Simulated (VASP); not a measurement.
Set up this calculation in VASP 6.6.1, as the native input.

```
Task                   : single point
Functional             : PBEsol
Potentials or basis    : VASP PAW PBE potentials, release 64 (Cd, Mg, Te)
Cutoff                 : 500 eV
k mesh                 : 1 × 1 × 1, shifted
Occupations            : fermi-dirac, width 0.05 eV
Spin                   : no spin polarisation
Dipole correction      : no
Further INCAR settings : LREAL = Auto; ALGO = Normal; EDIFF = 1e-06; NBANDS = 256; ISYM = -1
```

The structure of Mg7Cd9Te16 lies in POSCAR:

```
Mg7Cd9Te16
1.0
   12.9303194361      0.0000000000      0.0000000000
    0.0000000000     12.9303194361      0.0000000000
    0.0000000000      0.0000000000     12.9303194361
Cd Mg Te
18 14 32
Direct
    0.9994370000      0.9998140000      0.0000080000
    0.0002820000      0.0006980000      0.5010420000
    0.9993610000      0.5013180000      0.5005550000
    0.5007340000      0.5007150000      0.5013520000
    0.2500170000      0.7506680000      0.0002960000
    0.2511590000      0.7508290000      0.5009210000
    0.7506630000      0.2497650000      0.5000200000
    0.7502740000      0.7508260000      0.5008600000
    0.2507250000      0.0008530000      0.2506880000
    0.2499870000      0.5004950000      0.2499830000
    0.2511160000      0.5006720000      0.7512720000
    0.7494220000      0.0008490000      0.7506910000
    0.0002870000      0.2509980000      0.2502910000
    0.0005860000      0.2510810000      0.7503770000
    0.9996620000      0.7503670000      0.2499440000
    0.5004180000      0.2507890000      0.2500160000
    0.5005100000      0.2504170000      0.7509850000
    0.5017290000      0.7507270000      0.2502680000
    0.9988760000      0.4999800000      0.9995090000
    0.5001790000      0.0002790000      0.9993440000
    0.4994830000      0.9993300000      0.4992480000
    0.4998160000      0.4999810000      0.0005410000
    0.2503790000      0.2493530000      0.9997010000
    0.2496890000      0.2500820000      0.4998500000
    0.7490490000      0.2504810000      0.0008860000
    0.7495620000      0.7494390000      0.9990320000
    0.2498150000      0.0007960000      0.7504080000
    0.7497060000      0.0003490000      0.2485650000
    0.7496000000      0.4996140000      0.2487100000
    0.7497310000      0.5003560000      0.7507890000
    0.9996140000      0.7493810000      0.7508560000
    0.4994910000      0.7512150000      0.7497580000
    0.1253820000      0.1254070000      0.1241780000
    0.1265960000      0.1259350000      0.6255780000
    0.1235090000      0.6241850000      0.1236560000
    0.1248160000      0.6258570000      0.6261050000
    0.6250230000      0.1241710000      0.1237740000
    0.6235130000      0.1239780000      0.6238750000
    0.6257560000      0.6243170000      0.1236660000
    0.6250970000      0.6258730000      0.6275960000
    0.3745210000      0.3748200000      0.1231050000
    0.3740760000      0.3740420000      0.6245440000
    0.3760500000      0.8760170000      0.1244700000
    0.3757280000      0.8771350000      0.6265520000
    0.8742140000      0.3756970000      0.1239130000
    0.8738180000      0.3758440000      0.6261340000
    0.8725830000      0.8744850000      0.1241510000
    0.8759490000      0.8747040000      0.6268340000
    0.3755640000      0.1258220000      0.3766730000
    0.3744470000      0.1242040000      0.8758200000
    0.3755620000      0.6253910000      0.3748010000
    0.3773130000      0.6258080000      0.8756140000
    0.8743420000      0.1238160000      0.3736180000
    0.8737440000      0.1267490000      0.8759900000
    0.8729890000      0.6241710000      0.3736890000
    0.8749650000      0.6250180000      0.8750820000
    0.1253780000      0.3752100000      0.3762090000
    0.1254880000      0.3755610000      0.8773120000
    0.1249830000      0.8749260000      0.3748440000
    0.1246440000      0.8751250000      0.8732680000
    0.6258630000      0.3760580000      0.3745730000
    0.6257830000      0.3763330000      0.8764260000
    0.6261110000      0.8771720000      0.3752270000
    0.6238930000      0.8741650000      0.8759040000
```

The input as run:

INCAR

```
SYSTEM = Mg7Cd9Te16
PREC = Accurate ; ENCUT = 500
EDIFF = 1E-6 ; ISMEAR = -1
SIGMA = 0.05 ; LREAL = Auto
LASPH = .True. ; NELM = 120
ALGO = Normal ; ISIF = 2
LWAVE = .False. ; LCHARG = .True.
GGA = PS ; LELF = .True.
LVHAR = .True. ; ISYM = -1
NBANDS = 256 ; GGA_COMPAT = .False.
```

KPOINTS

```
explicit points
1
Reciprocal
  0.25000000   0.25000000   0.25000000 1
```

Potentials or basis: VASP PAW PBE potentials, release 64 (Cd, Mg, Te).

Command:

```sh
$ cat potpaw_PBE.64/Cd/POTCAR potpaw_PBE.64/Mg/POTCAR potpaw_PBE.64/Te/POTCAR > POTCAR
$ mpirun -np 1 vasp_std > vasp.out
```

It gave:

```json
{
  "Pressure": "0.2 GPa",
  "Largest force": "0.041 eV/Å",
  "Band gap on the k mesh": "2.15 eV"
}
```

Caveat: the PAW data sets were made with another functional, which shifts forces and pressure a little; spin-orbit coupling is left out, which moves the levels of the heavy elements; a shifted mesh leaves out Γ, where band edges can lie.

It took 27 min on 1 thread of Intel Xeon 8259CL (shared host), peak memory 1.6 GiB.
